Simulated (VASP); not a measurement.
Ge: relaxation of the atoms with LDA

Ge:

```
CELL_PARAMETERS angstrom
-0.02998 2.80899 2.80899
2.80899 -0.02998 2.80899
2.80899 2.80899 -0.02998
ATOMIC_POSITIONS crystal
Ge 0.00000 0.00000 0.00000
Ge 0.25000 0.25000 0.25000
```

This cell differs from its parent crystal: strained cell.

| Quantity | Value |
| --- | --- |
| Program | VASP 6.6.1 |
| Task | relaxation of the atoms |
| Functional | LDA |
| Potentials or basis | VASP PAW LDA potentials, release 64 (Ge_d) |
| Cutoff | 520 eV |
| k mesh | 12 × 12 × 12 |
| Occupations | gaussian, width 0.1 eV |
| Spin | no spin polarisation |
| Dipole correction | no |
| Further INCAR settings | ALGO = Fast; EDIFF = 1e-06; IBRION = 2; EDIFFG = -0.002; NSW = 60 |

The energy gained by relaxing is 0.6 meV/atom and the ionic steps are 6. The pressure after relaxing is -0.8 GPa and the band gap on the k mesh is zero (bands 14 and 15 overlap by 0.04 eV).

Stress tensor (GPa, compression positive):
```
-0.83  0.61  0.61
 0.61 -0.83  0.61
 0.61  0.61 -0.83
```

The path:
```csv
step,energy change (eV),largest force (eV/Å),pressure (GPa)
1,0.0000,0.1638,-0.74
2,-0.0012,0.0138,-0.80
3,-0.0012,0.0061,-0.82
4,-0.0012,0.0042,-0.82
5,-0.0012,0.0044,-0.82
6,-0.0012,0.0018,-0.83
```

Final structure:
```cif
data_structure
_symmetry_space_group_name_H-M 'P 1'
_symmetry_Int_Tables_number 1
_cell_length_a 3.9726
_cell_length_b 3.9726
_cell_length_c 3.9726
_cell_angle_alpha 60.706
_cell_angle_beta 60.706
_cell_angle_gamma 60.706
_cell_volume 45.04
loop_
_atom_site_label
_atom_site_type_symbol
_atom_site_fract_x
_atom_site_fract_y
_atom_site_fract_z
_atom_site_occupancy
Ge1 Ge 0.99924 0.99924 0.99924 1
Ge2 Ge 0.25076 0.25076 0.25076 1
```

Levels at points of the mesh, in eV from the Fermi level:
| k point | band 10 | band 11 | band 12 | band 13 | band 14 | band 15 | band 16 | band 17 | band 18 |
| --- | --- | --- | --- | --- | --- | --- | --- | --- | --- |
| (0.00, 0.00, 0.00) | -24.67 | -12.83 | -0.09 | -0.03 | -0.03 | 0.11 | 2.50 | 2.50 | 2.66 |
| (0.50, 0.00, 0.00) | -24.63 | -10.75 | -7.65 | -1.40 | -1.33 | 0.15 | 3.74 | 3.79 | 7.02 |
| (0.50, 0.50, 0.00) | -24.62 | -8.95 | -8.90 | -3.14 | -3.01 | 0.59 | 0.76 | 9.41 | 9.50 |
| (0.50, 0.50, 0.50) | -24.64 | -10.65 | -7.62 | -1.48 | -1.48 | -0.07 | 3.67 | 3.67 | 6.89 |

It took 5.1 min on 1 thread of Oxide Virtual Turin-like Processor, on a shared host, peak memory 0.21 GiB.

Caveat: the cell differs from its parent crystal (strained cell); semilocal functionals underestimate gaps, so a narrow gap can read as zero.
